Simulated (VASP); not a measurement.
Wanted: the native input for a VASP 6.6.1 run.

```
Task                   : single point
Functional             : PBE
Dispersion             : D3(BJ)
Potentials or basis    : VASP PAW PBE potentials, release 64 (W_sv, Se)
Cutoff                 : 520 eV
k mesh                 : 9 × 9 × 2
Occupations            : gaussian, width 0.02 eV
Spin                   : no spin polarisation
Dipole correction      : no
Further INCAR settings : ALGO = Normal; EDIFF = 1e-06; NBANDS = 35
```

The structure of WSe2 lies in POSCAR:

```
WSe2
1.0
    3.2600632640      0.0000000000      0.0000000000
   -1.6300316320      2.8232976045      0.0000000000
    0.0000000000      0.0000000000     12.5495030442
W Se
2 4
Direct
    0.3333333333      0.6666666667      0.2500000000
    0.6666666667      0.3333333333      0.7500000000
    0.3333333333      0.6666666667      0.6155944136
    0.6666666667      0.3333333333      0.1155944136
    0.3333333333      0.6666666667      0.8844055864
    0.6666666667      0.3333333333      0.3844055864
```

This cell differs from its parent crystal: volume scaled by 0.97, then relaxed in part.

These files were run (other wordings do the same):

INCAR

```
SYSTEM = WSe2
ALGO = Normal
EDIFF = 1E-6
ENCUT = 520
GGA = PE
ISIF = 2
ISMEAR = 0
IVDW = 12
LASPH = .True.
LCHARG = .False.
LREAL = .False.
LWAVE = .False.
NBANDS = 35
NELM = 60
PREC = Accurate
SIGMA = 0.02
```

KPOINTS

```
k-points
0
Gamma
  9 9 2
  0 0 0
```

Potentials or basis: VASP PAW PBE potentials, release 64 (W_sv, Se).

Command:

```sh
$ cat potpaw_PBE.64/W_sv/POTCAR potpaw_PBE.64/Se/POTCAR > POTCAR
$ mpirun -np 1 vasp_std > vasp.out
```

Results of the run:

```
Pressure                   : 2.1 GPa
Largest force              : 0.049 eV/Å
Band gap on the k mesh     : 0.90 eV, indirect (least direct gap 1.61 eV)
Dispersion energy per atom : -0.491 eV
```

Caveat: spin-orbit coupling is left out, which moves the levels of the heavy elements.

It took 2.1 min on 1 thread of AMD EPYC 7R43 64-Core Processor (Zen 3), on a shared host, peak memory 0.24 GiB.
